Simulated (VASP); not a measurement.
# SrO (R3m) in VASP: further runs

The runs below take SrO through electric field gradients, with PBE.

Program: VASP 6.6.1. These are calculated values, not measurements. Logs are shortened: lines on timing, memory, paths and dates and some standing lists are left out, and cuts for length are marked.

## 1. The cell of the first run

Symmetry: R3m, No. 160, trigonal system. The conventional cell has a = 3.634 Å, b = 3.634 Å, c = 8.902 Å, α = 90.00°, β = 90.00°, γ = 120.00°. Sr (site symmetry 3m) has 6 O at 2.46 to 2.69 Å within 3.2 Å. Within 3.2 Å of O (site symmetry 3m) lie 6 Sr at 2.46 to 2.69 Å.

## 2. Electric field gradients, PBE (atom 2 (O) moved by [0.11547, 0.11547, 0.11547] A)

INCAR reads:

```
SYSTEM = SrO
PREC = Accurate ; ENCUT = 520
EDIFF = 1E-8 ; ISMEAR = -1
SIGMA = 0.02 ; LREAL = .False.
LASPH = .True. ; NELM = 80
ALGO = Normal ; ISIF = 2
LWAVE = .False. ; LCHARG = .False.
GGA = PE ; LEFG = .True.
NBANDS = 15
```

KPOINTS reads:

```
Automatic mesh
0
Gamma
  8 8 8
  0 0 0
```

POSCAR reads:

```
SrO
1.0
    0.0000000000      2.5698000000      2.5698000000
    2.5698000000      0.0000000000      2.5698000000
    2.5698000000      2.5698000000      0.0000000000
Sr O
1 1
Direct
    0.0000000000      0.0000000000      0.0000000000
    0.5224667289      0.5224667289      0.5224667289
```

Potentials or basis: VASP PAW PBE potentials, release 64 (Sr_sv, O).

The run is started by

```bash
> cat potpaw_PBE.64/Sr_sv/POTCAR potpaw_PBE.64/O/POTCAR > POTCAR
> mpirun -np 1 vasp_std > vasp.out
```

OUTCAR:

```text
SYSTEM = SrO
   PREC = Accurate
   ENCUT = 520
   EDIFF = 1E-8
   ISMEAR = -1
   LREAL = .False.
   LASPH = .True.
   NELM = 80
   ISIF = 2
   GGA = PE

 ion  position               nearest neighbor table
   1  0.000  0.000  0.000-   2 2.46   2 2.46   2 2.46   2 2.69   2 2.69   2 2.69
   2  0.522  0.522  0.522-   1 2.46   1 2.46   1 2.46   1 2.69   1 2.69   1 2.69

  LATTYP: Found a face centered cubic cell.
 ALAT       =     5.1396000000

  Lattice vectors:

 A1 = (   0.0000000000,   2.5698000000,   2.5698000000)
 A2 = (   2.5698000000,   0.0000000000,   2.5698000000)
 A3 = (   2.5698000000,   2.5698000000,   0.0000000000)

Analysis of symmetry for initial positions (statically):
=====================================================================
 Subroutine PRICEL returns:
 Original cell was already a primitive cell.

 Routine SETGRP: Setting up the symmetry group for a
 face centered cubic supercell.

 Subroutine GETGRP returns: Found  6 space group operations
 (whereof  6 operations were pure point group operations)
 out of a pool of 48 trial point group operations.

The static configuration has the point symmetry C_3v.

Analysis of symmetry for dynamics (positions and initial velocities):
=====================================================================
 Subroutine PRICEL returns:
 Original cell was already a primitive cell.

 Routine SETGRP: Setting up the symmetry group for a
 face centered cubic supercell.

 Subroutine GETGRP returns: Found  6 space group operations
 (whereof  6 operations were pure point group operations)
 out of a pool of 48 trial point group operations.

The dynamic configuration has the point symmetry C_3v.

 Subroutine INISYM returns: Found  6 space group operations
 (whereof  6 operations are pure point group operations),
 and found     1 'primitive' translations

----------------------------------------------------------------------------------------

                                     Primitive cell

  volume of cell :      33.9413

  direct lattice vectors                    reciprocal lattice vectors
     0.000000000  2.569800000  2.569800000    -0.194567671  0.194567671  0.194567671
     2.569800000  0.000000000  2.569800000     0.194567671 -0.194567671  0.194567671
     2.569800000  2.569800000  0.000000000     0.194567671  0.194567671 -0.194567671

  length of vectors
     3.634246013  3.634246013  3.634246013     0.337001091  0.337001091  0.337001091

  position of ions in fractional coordinates (direct lattice)
     0.000000000  0.000000000  0.000000000
     0.522466729  0.522466729  0.522466729

  ion indices of the primitive-cell ions
   primitive index   ion index
                 1           1
                 2           2

----------------------------------------------------------------------------------------

 KPOINTS: Automatic mesh

Automatic generation of k-mesh.
 Grid dimensions read from file:
 generate k-points for:    8    8    8

 Generating k-lattice:

  Cartesian coordinates                     Fractional coordinates (reciprocal lattice)
    -0.024320959  0.024320959  0.024320959     0.125000000  0.000000000  0.000000000
     0.024320959 -0.024320959  0.024320959     0.000000000  0.125000000  0.000000000
     0.024320959  0.024320959 -0.024320959     0.000000000  0.000000000  0.125000000

  Length of vectors
     0.042125136  0.042125136  0.042125136

  Shift w.r.t. Gamma in fractional coordinates (k-lattice)
     0.000000000  0.000000000  0.000000000

 Subroutine IBZKPT returns following result:
 ===========================================

 Found     65 irreducible k-points:

 Following reciprocal coordinates:
            Coordinates               Weight
  0.000000  0.000000  0.000000      1.000000
  0.125000  0.000000  0.000000      6.000000
  0.125000  0.125000  0.125000      2.000000
  0.250000  0.000000  0.000000      6.000000
  0.250000  0.250000  0.250000      2.000000
  0.375000  0.000000  0.000000      6.000000
[... 16 lines left out ...]
 -0.250000  0.125000  0.000000     12.000000
  0.125000  0.125000  0.375000      6.000000
 [... further k-points ...]
   k-points           NKPTS =     65   k-points in BZ     NKDIM =     65   number of bands    NBANDS=     15
   number of dos      NEDOS =    301   number of ions     NIONS =      2
   total plane-waves  NPLWV =  21952
   dimension x,y,z NGX =    28 NGY =   28 NGZ =   28
   dimension x,y,z NGXF=    56 NGYF=   56 NGZF=   56
   ions per type =               1   1
   NGX,Y,Z   is equivalent  to a cutoff of  12.81, 12.81, 12.81 a.u.
   NGXF,Y,Z  is equivalent  to a cutoff of  25.62, 25.62, 25.62 a.u.
 SYSTEM =  SrO
   PREC   = accura    normal or accurate (medium, high low for compatibility)
   ISTART =      0    job   : 0-new  1-cont  2-samecut
   ICHARG =      2    charge: 1-file 2-atom 10-const
   ISPIN  =      1    spin polarized calculation?
   LNONCOLLINEAR =      F non collinear calculations
   LSORBIT =      F    spin-orbit coupling
   LASPH  =      T    aspherical Exc in radial PAW
   ENCUT  =  520.0 eV  38.22 Ry    6.18 a.u.   6.76  6.76  6.76*2*pi/ulx,y,z
   NELM   =     80;   NELMIN=  2; NELMDL= -5     # of ELM steps
   EDIFF  = 0.1E-07   stopping-criterion for ELM
   LREAL  =      F    real-space projection
   EDIFFG = 0.1E-06   stopping-criterion for IOM
   NSW    =      0    number of steps for IOM
   IBRION =     -1    ionic relax: 0-MD 1-quasi-New 2-CG
   NFREE  =      0    steps in history (QN), initial steepest desc. (CG)
   ISIF   =      2    stress and relaxation
   ISYM   =      2    0-nonsym 1-usesym 2-fastsym
   POTIM  = 0.5000    time-step for ionic-motion
   TEBEG  =    0.0;   TEEND  =   0.0 temperature during run
   PSTRESS=    0.0 pullay stress
   NELECT =      16.0000    total number of electrons
   NUPDOWN=      -1.0000    fix difference up-down
   EMIN   =  10.00;   EMAX   =-10.00  energy-range for DOS
   EFERMI =   0.00;   METHOD = LEGACY
   ISMEAR =    -1;   SIGMA  =   0.02  broadening in eV -4-tet -1-fermi 0-gaus
   EFERMI_NEDOS =   21; number of points for ismear=-14 and -15
   IALGO  =     38    algorithm
   IMIX   =      4    mixing-type and parameters
     AMIX     =   0.40;   BMIX     =  1.00
     AMIX_MAG =   1.60;   BMIX_MAG =  1.00
  volume/ion in A,a.u.               =      16.97       114.52
  Fermi-wavevector in a.u.,A,eV,Ry     =   1.274106  2.407711 22.086959  1.623346
  Thomas-Fermi vector in A             =   2.406892
   LORBIT       =      0    0 simple, 1 ext, 2 COOP (PROOUT), +10 PAW based schemes
   GGA     = PE    functional components
   LHFCALC =     F    Hartree Fock is set to
   AEXX    =    0.0000 exact exchange contribution
   IVDW    =     0    specifies the selected vdW correction
   LEPSILON=     F    determine dielectric tensor
   LRPA    =     F    only Hartree local field effects (RPA)
 non-spin polarized calculation
  energy-cutoff  :      520.00
  volume of cell :       33.94
 maximum number of plane-waves:       941
   NGX = 13   NGY = 13   NGZ = 13

 number of electron      16.0000002 magnetization

 Free energy of the ion-electron system (eV)
  ---------------------------------------------------
  ext. energy  EPLUGINS =         0.00000000
  ---------------------------------------------------
  free energy    TOTEN  =       -11.99292056 eV

  energy without entropy =      -11.99292056  energy(sigma->0) =      -11.99292056

 E-fermi :   2.0647     XC(G=0): -10.0228

 val. band max:        1.5676675612   @ k =   0.0000   0.0000   0.0000
 cond. band min:       5.1493376953   @ k =   0.5000   0.5000   0.0000
 fundamental gap:      3.5816701341
 Fermi energy:         2.0646666523

 k-point     1 :       0.0000    0.0000    0.0000
  band No.  band energies     occupation
      1     -30.6873      2.00000
      2     -13.5393      2.00000
      3     -12.3265      2.00000
      4     -12.3265      2.00000
      5     -12.2358      2.00000
      6       1.5432      2.00000
      7       1.5677      2.00000
      8       1.5677      2.00000
      9       5.6311      0.00000
     10       7.9437      0.00000
     11       7.9437      0.00000
     12       8.1184      0.00000
     13      10.1936      0.00000
     14      10.1936      0.00000
     15      14.3517      0.00000

 k-point     2 :       0.1250    0.0000    0.0000
  band No.  band energies     occupation
      1     -30.6669      2.00000
      2     -13.8704      2.00000
      3     -12.3631      2.00000
      4     -12.3397      2.00000
      5     -11.9321      2.00000
      6       1.0723      2.00000
      7       1.3943      2.00000
      8       1.4602      2.00000
      9       6.3116      0.00000
     10       7.7283      0.00000
     11       8.2029      0.00000
     12       8.3726      0.00000
     13      10.6183      0.00000
     14      10.6494      0.00000
     15      15.3464      0.00000

 k-point     3 :       0.1250    0.1250    0.1250
  band No.  band energies     occupation
      1     -30.6672      2.00000
      2     -13.8531      2.00000
      3     -12.3389      2.00000
      4     -12.3389      2.00000
      5     -11.9753      2.00000
      6       1.1213      2.00000
      7       1.3804      2.00000
      8       1.3804      2.00000
      9       6.2966      0.00000
     10       7.9568      0.00000
     11       8.2487      0.00000
     12       8.2487      0.00000
     13      10.5869      0.00000
     14      10.5869      0.00000
     15      15.3687      0.00000
[... 343 lines left out ...]
 k-point    23 :      -0.2500    0.1250    0.0000
  band No.  band energies     occupation
      1     -30.5870      2.00000
      2     -14.5875      2.00000
      3     -12.5457      2.00000
      4     -12.3726      2.00000
      5     -11.3776      2.00000
      6       0.0714      2.00000
      7       0.7654      2.00000
      8       1.1763      2.00000
      9       7.5112      0.00000
     10       8.2874      0.00000
     11       9.2974      0.00000
     12       9.9370      0.00000
     13      11.9228      0.00000
     14      12.6290      0.00000
     15      17.8820      0.00000

 k-point    24 :       0.1250    0.1250    0.3750
  band No.  band energies     occupation
      1     -30.5876      2.00000
      2     -14.5682      2.00000
      3     -12.5489      2.00000
      4     -12.3630      2.00000
      5     -11.4033      2.00000
      6       0.0331      2.00000
      7       0.7198      2.00000
      8       1.2179      2.00000
      9       7.4753      0.00000
     10       8.3772      0.00000
     11       9.1817      0.00000
     12      10.2069      0.00000
     13      12.0413      0.00000
     14      12.4100      0.00000
     15      17.8070      0.00000

 [... further k-points ...]
[... 5 lines left out ...]
  --------------------------------------------------------------------------------------
  -------------------------------------------------------------------------------------
  Total        0.9706450      0.9706450      0.9706450     -0.0496663     -0.0496663     -0.0496663
  in kB       45.8187269     45.8187269     45.8187269     -2.3444679     -2.3444679     -2.3444679
  external PRESSURE =      45.8187269 kB  Pullay stress =       0.0000000 kB

 VOLUME and BASIS-vectors are now :
 -----------------------------------------------------------------------------
  energy-cutoff  :      520.00
  volume of cell :       33.94
      direct lattice vectors                 reciprocal lattice vectors
     0.000000000  2.569800000  2.569800000    -0.194567671  0.194567671  0.194567671
     2.569800000  0.000000000  2.569800000     0.194567671 -0.194567671  0.194567671
     2.569800000  2.569800000  0.000000000     0.194567671  0.194567671 -0.194567671

 POSITION                                       TOTAL-FORCE (eV/Angst)
 -----------------------------------------------------------------------------------
      0.00000      0.00000      0.00000         0.280553      0.280553      0.280553
      2.68527      2.68527      2.68527        -0.280553     -0.280553     -0.280553
 -----------------------------------------------------------------------------------
    total drift:                               -0.000007     -0.000007     -0.000007

  FREE ENERGIE OF THE ION-ELECTRON SYSTEM (eV)
  ---------------------------------------------------
  free  energy   TOTEN  =       -11.9929205642 eV

  energy  without entropy=      -11.9929205642  energy(sigma->0) =      -11.99292056

 Electric field gradients (V/A^2)
---------------------------------------------------------------------
 ion       V_xx      V_yy      V_zz      V_xy      V_xz      V_yz
---------------------------------------------------------------------
   1      -0.000     0.000    -0.000     5.857     5.857     5.857
   2       0.000     0.000    -0.000     1.396     1.396     1.396
---------------------------------------------------------------------

 Electric field gradients after diagonalization (V/A^2)
 (convention: |V_zz| > |V_xx| > |V_yy|)
----------------------------------------------------------------------
 ion       V_xx      V_yy      V_zz     asymmetry (V_yy - V_xx)/ V_zz
----------------------------------------------------------------------
   1      -5.857    -5.857    11.715       0.000
   2      -1.396    -1.396     2.793       0.000
----------------------------------------------------------------------

           NMR quadrupolar parameters

 Cq : quadrupolar parameter    Cq=e*Q*V_zz/h
 eta: asymmetry parameters     (V_yy - V_xx)/ V_zz
 Q  : nuclear electric quadrupole moment in mb (millibarn)
----------------------------------------------------------------------
 ion       Cq(MHz)       eta       Q (mb)
----------------------------------------------------------------------
   1       0.028       0.000       1.000
   2       0.007       0.000       1.000
----------------------------------------------------------------------
```

It took 18 s on 1 thread of Intel Xeon 6975P-C (Granite Rapids), shared host; peak memory 0.17 GiB.

What came out:

```yaml
Free_energy: -11.9929 eV
Pressure: 4.6 GPa
Largest_force: 0.486 eV/Å
Band_gap_on_the_k_mesh: 3.58 eV, indirect (least direct gap 3.60 eV)
```

Forces on the atoms (eV/Å):
```
Sr   0.281  0.281  0.281
O   -0.281 -0.281 -0.281
```

Electric field gradients, principal values (V/Å²):
```csv
atom,least,middle,greatest (by size)
1 Sr,-5.857,-5.857,11.715
2 O,-1.396,-1.396,2.793
```

Caveat: the cell differs from its parent crystal (atom 2 (O) moved by [0.11547, 0.11547, 0.11547] A); without QUAD_EFG the Cq values of the log hold for a quadrupole moment of 1 mb, not for the nuclei. A k mesh can miss the band edges.

[end of part 1 of 2]
